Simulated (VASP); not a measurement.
# Eu (Im-3m) in VASP: a series of runs

The runs below take Eu through single point, with PBE.

All numbers are computed with VASP 6.6.1; they aren't measurements. Logs are shortened: lines on timing, memory, paths and dates and some standing lists are left out, and cuts for length are marked.

### 1 The cell of the first run

Symmetry: Im-3m, No. 229, cubic system. Conventional cell: a = 4.606 Å, b = 4.606 Å, c = 4.606 Å, α = 90.00°, β = 90.00°, γ = 90.00°. Within 5.2 Å of Eu (site symmetry m-3m) lie 14 Eu at 3.99 to 4.61 Å.

### 2 Single point, PBE, collinear spin, ferromagnetic start

INCAR

```
PREC     = Accurate       # precision mode
ENCUT    = 520            # plane-wave cutoff, eV
EDIFF    = 1E-6           # SCF threshold, eV
ISMEAR   = 0              # smearing method
SIGMA    = 0.05           # smearing width, eV
LREAL    = False          # projectors in reciprocal space
LASPH    = True           # aspherical terms in the spheres
NELM     = 150            # most SCF steps
ALGO     = Normal         # electronic algorithm
ISIF     = 2              # what is computed and relaxed
LWAVE    = False          # write WAVECAR
LCHARG   = True           # write CHGCAR
ISPIN    = 2              # spin polarisation
MAGMOM   = 7              # initial moments
LORBIT   = 11             # projections on sites
LMAXMIX  = 6              # l up to which the mixer works
GGA      = PE             # functional
LELF     = True           # ELF
LVHAR    = True         
NBANDS   = 18             # bands
```

KPOINTS

```
Automatic mesh
0
Gamma
  14 14 14
```

POSCAR

```
Eu
1.0
   -2.3030000000      2.3030000000      2.3030000000
    2.3030000000     -2.3030000000      2.3030000000
    2.3030000000      2.3030000000     -2.3030000000
Eu
1
Direct
    0.0000000000      0.0000000000      0.0000000000
```

Potentials or basis: VASP PAW PBE potentials, release 64 (Eu).

Command:

```
cat potpaw_PBE.64/Eu/POTCAR > POTCAR
mpirun -np 1 vasp_std > vasp.out
```

OUTCAR:

```text
PREC = Accurate
   ENCUT = 520
   EDIFF = 1E-6
   ISMEAR = 0
   LREAL = False
   LASPH = True
   NELM = 150
   ISIF = 2
   ISPIN = 2
   LORBIT = 11
   GGA = PE

 ion  position               nearest neighbor table
   1  0.000  0.000  0.000-

  LATTYP: Found a body centered cubic cell.
 ALAT       =     4.6060000000

  Lattice vectors:

 A1 = (  -2.3030000000,   2.3030000000,   2.3030000000)
 A2 = (   2.3030000000,  -2.3030000000,   2.3030000000)
 A3 = (   2.3030000000,   2.3030000000,  -2.3030000000)

Analysis of symmetry for initial positions (statically):
=====================================================================
 Subroutine PRICEL returns:
 Original cell was already a primitive cell.

 Routine SETGRP: Setting up the symmetry group for a
 body centered cubic supercell.

 Subroutine GETGRP returns: Found 48 space group operations
 (whereof 48 operations were pure point group operations)
 out of a pool of 48 trial point group operations.

The static configuration has the point symmetry O_h .

Analysis of symmetry for dynamics (positions and initial velocities):
=====================================================================
 Subroutine PRICEL returns:
 Original cell was already a primitive cell.

 Routine SETGRP: Setting up the symmetry group for a
 body centered cubic supercell.

 Subroutine GETGRP returns: Found 48 space group operations
 (whereof 48 operations were pure point group operations)
 out of a pool of 48 trial point group operations.

The dynamic configuration has the point symmetry O_h .

Analysis of structural, dynamic, and magnetic symmetry:
=====================================================================
 Subroutine PRICEL returns:
 Original cell was already a primitive cell.

 Routine SETGRP: Setting up the symmetry group for a
 body centered cubic supercell.

 Subroutine GETGRP returns: Found 48 space group operations
 (whereof 48 operations were pure point group operations)
 out of a pool of 48 trial point group operations.

The overall configuration has the point symmetry O_h .

 Subroutine INISYM returns: Found 48 space group operations
 (whereof 48 operations are pure point group operations),
 and found     1 'primitive' translations

----------------------------------------------------------------------------------------

                                     Primitive cell

  volume of cell :      48.8587

  direct lattice vectors                    reciprocal lattice vectors
    -2.303000000  2.303000000  2.303000000     0.000000000  0.217108120  0.217108120
     2.303000000 -2.303000000  2.303000000     0.217108120  0.000000000  0.217108120
     2.303000000  2.303000000 -2.303000000     0.217108120  0.217108120  0.000000000

  length of vectors
     3.988913010  3.988913010  3.988913010     0.307037248  0.307037248  0.307037248

  position of ions in fractional coordinates (direct lattice)
     0.000000000  0.000000000  0.000000000

  ion indices of the primitive-cell ions
   primitive index   ion index
                 1           1

----------------------------------------------------------------------------------------

 KPOINTS: Automatic mesh

Automatic generation of k-mesh.
 Grid dimensions read from file:
 generate k-points for:   14   14   14

 Generating k-lattice:

  Cartesian coordinates                     Fractional coordinates (reciprocal lattice)
     0.000000000  0.015507723  0.015507723     0.071428571  0.000000000  0.000000000
     0.015507723  0.000000000  0.015507723     0.000000000  0.071428571  0.000000000
     0.015507723  0.015507723  0.000000000     0.000000000  0.000000000  0.071428571

  Length of vectors
     0.021931232  0.021931232  0.021931232

  Shift w.r.t. Gamma in fractional coordinates (k-lattice)
     0.000000000  0.000000000  0.000000000

 Subroutine IBZKPT returns following result:
 ===========================================

 Found    104 irreducible k-points:

 Following reciprocal coordinates:
            Coordinates               Weight
  0.000000  0.000000  0.000000      1.000000
  0.071429  0.000000  0.000000     12.000000
  0.142857  0.000000  0.000000     12.000000
  0.214286  0.000000  0.000000     12.000000
  0.285714  0.000000  0.000000     12.000000
  0.357143  0.000000  0.000000     12.000000
[... 16 lines left out ...]
  0.285714  0.285714  0.000000     24.000000
  0.357143  0.285714  0.000000     24.000000
 [... further k-points ...]
   k-points           NKPTS =    104   k-points in BZ     NKDIM =    104   number of bands    NBANDS=     18
   number of dos      NEDOS =    301   number of ions     NIONS =      1
   total plane-waves  NPLWV =  27000
   dimension x,y,z NGX =    30 NGY =   30 NGZ =   30
   dimension x,y,z NGXF=    60 NGYF=   60 NGZF=   60
   ions per type =               1
   NGX,Y,Z   is equivalent  to a cutoff of  12.50, 12.50, 12.50 a.u.
   NGXF,Y,Z  is equivalent  to a cutoff of  25.01, 25.01, 25.01 a.u.
 SYSTEM =  unknown system
   PREC   = accura    normal or accurate (medium, high low for compatibility)
   ISTART =      0    job   : 0-new  1-cont  2-samecut
   ICHARG =      2    charge: 1-file 2-atom 10-const
   ISPIN  =      2    spin polarized calculation?
   LNONCOLLINEAR =      F non collinear calculations
   LSORBIT =      F    spin-orbit coupling
   LASPH  =      T    aspherical Exc in radial PAW
   ENCUT  =  520.0 eV  38.22 Ry    6.18 a.u.   7.42  7.42  7.42*2*pi/ulx,y,z
   NELM   =    150;   NELMIN=  2; NELMDL= -5     # of ELM steps
   EDIFF  = 0.1E-05   stopping-criterion for ELM
   LREAL  =      F    real-space projection
   EDIFFG = 0.1E-04   stopping-criterion for IOM
   NSW    =      0    number of steps for IOM
   IBRION =     -1    ionic relax: 0-MD 1-quasi-New 2-CG
   NFREE  =      0    steps in history (QN), initial steepest desc. (CG)
   ISIF   =      2    stress and relaxation
   ISYM   =      2    0-nonsym 1-usesym 2-fastsym
   POTIM  = 0.5000    time-step for ionic-motion
   TEBEG  =    0.0;   TEEND  =   0.0 temperature during run
   PSTRESS=    0.0 pullay stress
   NELECT =      17.0000    total number of electrons
   NUPDOWN=      -1.0000    fix difference up-down
   EMIN   =  10.00;   EMAX   =-10.00  energy-range for DOS
   EFERMI =   0.00;   METHOD = LEGACY
   ISMEAR =     0;   SIGMA  =   0.05  broadening in eV -4-tet -1-fermi 0-gaus
   EFERMI_NEDOS =   21; number of points for ismear=-14 and -15
   IALGO  =     38    algorithm
   IMIX   =      4    mixing-type and parameters
     AMIX     =   0.40;   BMIX     =  1.00
     AMIX_MAG =   1.60;   BMIX_MAG =  1.00
  volume/ion in A,a.u.               =      48.86       329.71
  Fermi-wavevector in a.u.,A,eV,Ry     =   1.151447  2.175919 18.039008  1.325830
  Thomas-Fermi vector in A             =   2.288104
   LORBIT       =     11    0 simple, 1 ext, 2 COOP (PROOUT), +10 PAW based schemes
   GGA     = PE    functional components
   LHFCALC =     F    Hartree Fock is set to
   AEXX    =    0.0000 exact exchange contribution
   IVDW    =     0    specifies the selected vdW correction
   LEPSILON=     F    determine dielectric tensor
   LRPA    =     F    only Hartree local field effects (RPA)
 spin polarized calculation
 Gauss-broadening in eV      SIGMA  =   0.05
  energy-cutoff  :      520.00
  volume of cell :       48.86
 maximum number of plane-waves:      1337
 NGX is ok and might be reduce to    30

 number of electron      17.0000007 magnetization       7.3273341

 Free energy of the ion-electron system (eV)
  ---------------------------------------------------
  ext. energy  EPLUGINS =         0.00000000
  ---------------------------------------------------
  free energy    TOTEN  =       -11.39458759 eV

  energy without entropy =      -11.39252957  energy(sigma->0) =      -11.39355858

 E-fermi :   1.6128     XC(G=0):  -8.2463

 val. band max:        1.5871504645   @ k =  -0.4286   0.4286   0.4286
 cond. band min:       1.6148416001   @ k =   0.2857   0.2857   0.0714
 fundamental gap:      0.0276911356
 Fermi energy:         1.6127821254

 spin component 1

 k-point     1 :       0.0000    0.0000    0.0000
  band No.  band energies     occupation
      1     -40.1786      1.00000
      2     -18.8297      1.00000
      3     -18.8297      1.00000
      4     -18.8297      1.00000
      5      -2.5617      1.00000
      6       1.0880      1.00000
[... 10 lines left out ...]
     17       4.7516      0.00000
     18      10.3697      0.00000

 k-point     2 :       0.0714    0.0000    0.0000
  band No.  band energies     occupation
      1     -40.1777      1.00000
      2     -18.8436      1.00000
      3     -18.8343      1.00000
      4     -18.8298      1.00000
      5      -2.4605      1.00000
      6       1.0876      1.00000
[... 10 lines left out ...]
     17       4.7563      0.00000
     18      10.4628      0.00000

 k-point     3 :       0.1429    0.0000    0.0000
  band No.  band energies     occupation
      1     -40.1753      1.00000
      2     -18.8820      1.00000
      3     -18.8470      1.00000
      4     -18.8298      1.00000
      5      -2.1661      1.00000
      6       1.0869      1.00000
[... 412 lines left out ...]
 k-point    23 :       0.2857    0.2857    0.0000
  band No.  band energies     occupation
      1     -40.1595      1.00000
      2     -19.0457      1.00000
      3     -18.9741      1.00000
      4     -18.8617      1.00000
      5       0.7103      1.00000
      6       1.0817      1.00000
[... 10 lines left out ...]
     17       6.4473      0.00000
     18       7.2761      0.00000

 k-point    24 :       0.3571    0.2857    0.0000
  band No.  band energies     occupation
      1     -40.1590      1.00000
      2     -19.0352      1.00000
      3     -18.9942      1.00000
      4     -18.8632      1.00000
      5       0.8974      1.00000
      6       1.0865      1.00000
[... 10 lines left out ...]
     17       6.0439      0.00000
     18       7.7273      0.00000

 [... further k-points ...]

 spin component 2

 k-point     1 :       0.0000    0.0000    0.0000
  band No.  band energies     occupation
      1     -37.0315      1.00000
      2     -16.4994      1.00000
      3     -16.4994      1.00000
      4     -16.4994      1.00000
      5      -1.8700      1.00000
      6       4.2169      0.00000
[... 10 lines left out ...]
     17       6.1577      0.00000
     18      11.3477      0.00000

 k-point     2 :       0.0714    0.0000    0.0000
  band No.  band energies     occupation
      1     -37.0304      1.00000
      2     -16.5176      1.00000
      3     -16.5052      1.00000
      4     -16.4995      1.00000
      5      -1.7647      1.00000
      6       4.1156      0.00000
[... 10 lines left out ...]
     17       6.1646      0.00000
     18      11.4432      0.00000

 k-point     3 :       0.1429    0.0000    0.0000
  band No.  band energies     occupation
      1     -37.0272      1.00000
      2     -16.5678      1.00000
      3     -16.5214      1.00000
      4     -16.4996      1.00000
      5      -1.4592      1.00000
      6       3.8713      0.00000
[... 412 lines left out ...]
 k-point    23 :       0.2857    0.2857    0.0000
  band No.  band energies     occupation
      1     -37.0060      1.00000
      2     -16.7785      1.00000
      3     -16.6858      1.00000
      4     -16.5406      1.00000
      5       1.5419      0.97747
      6       2.3579      0.00000
[... 10 lines left out ...]
     17       7.7008      0.00000
     18       8.5526      0.00000

 k-point    24 :       0.3571    0.2857    0.0000
  band No.  band energies     occupation
      1     -37.0053      1.00000
      2     -16.7650      1.00000
      3     -16.7118      1.00000
      4     -16.5425      1.00000
      5       1.8280      0.00000
      6       2.3785      0.00000
[... 10 lines left out ...]
     17       7.3729      0.00000
     18       8.9981      0.00000

 [... further k-points ...]

------------------------ aborting loop because EDIFF is reached ----------------------------------------

  FORCE on cell =-STRESS in cart. coord.  units (eV):
  Direction    XX          YY          ZZ          XY          YZ          ZX
  --------------------------------------------------------------------------------------
  -------------------------------------------------------------------------------------
  Total       -0.5373606     -0.5373606     -0.5373606      0.0000000      0.0000000      0.0000000
  in kB      -17.6211630    -17.6211630    -17.6211630      0.0000000      0.0000000      0.0000000
  external PRESSURE =     -17.6211630 kB  Pullay stress =       0.0000000 kB

 VOLUME and BASIS-vectors are now :
 -----------------------------------------------------------------------------
  energy-cutoff  :      520.00
  volume of cell :       48.86
      direct lattice vectors                 reciprocal lattice vectors
    -2.303000000  2.303000000  2.303000000     0.000000000  0.217108120  0.217108120
     2.303000000 -2.303000000  2.303000000     0.217108120  0.000000000  0.217108120
     2.303000000  2.303000000 -2.303000000     0.217108120  0.217108120  0.000000000

 POSITION                                       TOTAL-FORCE (eV/Angst)
 -----------------------------------------------------------------------------------
      0.00000      0.00000      0.00000         0.000000      0.000000     -0.000000
 -----------------------------------------------------------------------------------
    total drift:                               -0.000000     -0.000000      0.000000

  FREE ENERGIE OF THE ION-ELECTRON SYSTEM (eV)
  ---------------------------------------------------
  free  energy   TOTEN  =       -11.3945875857 eV

  energy  without entropy=      -11.3925295657  energy(sigma->0) =      -11.39355858

 total charge

# of ion       s       p       d       f       tot
--------------------------------------------------
    1        2.079   5.720   0.231   6.687  14.717

 magnetization (x)

# of ion       s       p       d       f       tot
--------------------------------------------------
    1       -0.005  -0.099   0.116   6.686   6.697
```

Run time: 9 min. Hardware: 1 thread of Intel Xeon 8259CL, shared host; peak memory 0.31 GiB.

Results:

```yaml
Free_energy: -11.3946 eV
Pressure: -1.8 GPa
Net_moment: 7.33 μB per cell
Site_moments: Eu +6.70 μB
Valence_electrons_inside_the_program's_atomic_spheres: Eu 14.72
```

Levels at points of the mesh, in eV from the Fermi level:
Spin up:
```
           k point  band 10  band 11  band 12  band 13  band 14  band 15
(0.00, 0.00, 0.00)    -0.41    -0.41    -0.38     1.68     1.68     1.68
(0.50, 0.00, 0.00)    -0.41    -0.41    -0.40     0.44     0.48     3.00
(0.50, 0.50, 0.50)    -0.50    -0.37    -0.37    -0.37     4.21     4.21
```
Spin down:
| k point | band 2 | band 3 | band 4 | band 5 | band 6 | band 7 | band 8 | band 9 |
| --- | --- | --- | --- | --- | --- | --- | --- | --- |
| (0.00, 0.00, 0.00) | -18.11 | -18.11 | -18.11 | -3.48 | 2.60 | 2.60 | 2.60 | 4.01 |
| (0.50, 0.00, 0.00) | -18.46 | -18.23 | -18.11 | -0.86 | 1.12 | 1.30 | 3.93 | 4.08 |
| (0.50, 0.50, 0.50) | -18.36 | -18.36 | -18.36 | -0.09 | -0.09 | 3.80 | 3.80 | 3.80 |

Caveat: spin-orbit coupling is left out, which moves the levels of the heavy elements; semilocal functionals describe open f shells poorly, which spoils levels, moments and volumes.

### 3 Single point, PBE, collinear spin, ferromagnetic start

This run uses another cell than the first one: it holds 2 atoms, not 1.

INCAR

```
  PREC = Accurate
  ENCUT = 520
  EDIFF = 1E-6
  ISMEAR = 0
  SIGMA = 0.05
  LREAL = False
  LASPH = True
  NELM = 150
  ALGO = Fast
  ISIF = 2
  LWAVE = False
  LCHARG = True
  ISPIN = 2
  MAGMOM = 7 7
  LORBIT = 11
  LMAXMIX = 6
  GGA = PE
  LELF = True
  LVHAR = True
  NBANDS = 28
```

KPOINTS

```
regular mesh
0
Gamma
  8 8 8
```

POSCAR

```
Eu
1.0
    4.3820847510      0.0000000000      0.0000000000
    0.0000000000      4.3820847510      0.0000000000
    0.0000000000      0.0000000000      4.3820847510
Eu
2
Direct
    0.0000000000      0.0000000000      0.0000000000
    0.5000000000      0.5000000000      0.5000000000
```

Potentials or basis: VASP PAW PBE potentials, release 64 (Eu).

Command:

```
cat potpaw_PBE.64/Eu/POTCAR > POTCAR
mpirun -np 1 vasp_std > vasp.out
```

Wall time 26 min (1 thread of Intel Xeon 8259CL, shared host); peak memory 0.34 GiB.

Results (log left out):

```yaml
Free_energy: -22.8828 eV
Pressure: -0.3 GPa
Net_moment: 14.48 μB per cell
Site_moments: Eu +6.66 μB
Valence_electrons_inside_the_program's_atomic_spheres: Eu 14.73
```

Levels at points of the mesh, in eV from the Fermi level:
Spin up:
```csv
k point,band 22,band 23,band 24,band 25,band 26,band 27
"(0.00, 0.00, 0.00)",-0.33,-0.32,-0.32,-0.32,1.82,1.82
"(0.50, 0.00, 0.00)",-0.38,-0.38,-0.38,0.81,0.81,1.96
"(0.50, 0.50, 0.00)",-0.36,-0.35,-0.35,0.42,0.42,0.85
"(0.50, 0.50, 0.50)",-0.38,0.08,0.08,0.08,0.08,0.08
```
Spin down:
```tsv
k point	band 8	band 9	band 10	band 11	band 12	band 13
(0.00, 0.00, 0.00)	-17.88	-3.64	-0.36	-0.36	2.79	2.79
(0.50, 0.00, 0.00)	-18.07	-1.19	-1.19	1.23	1.23	2.61
(0.50, 0.50, 0.00)	-17.88	-0.97	-0.97	1.29	1.29	1.55
(0.50, 0.50, 0.50)	-18.16	0.88	0.88	0.88	0.88	0.88
```

Caveat: the highest band is partly filled, so the run has too few bands; spin-orbit coupling is left out, which moves the levels of the heavy elements; semilocal functionals describe open f shells poorly, which spoils levels, moments and volumes. The state reached can hang on the start; a lower one may exist.
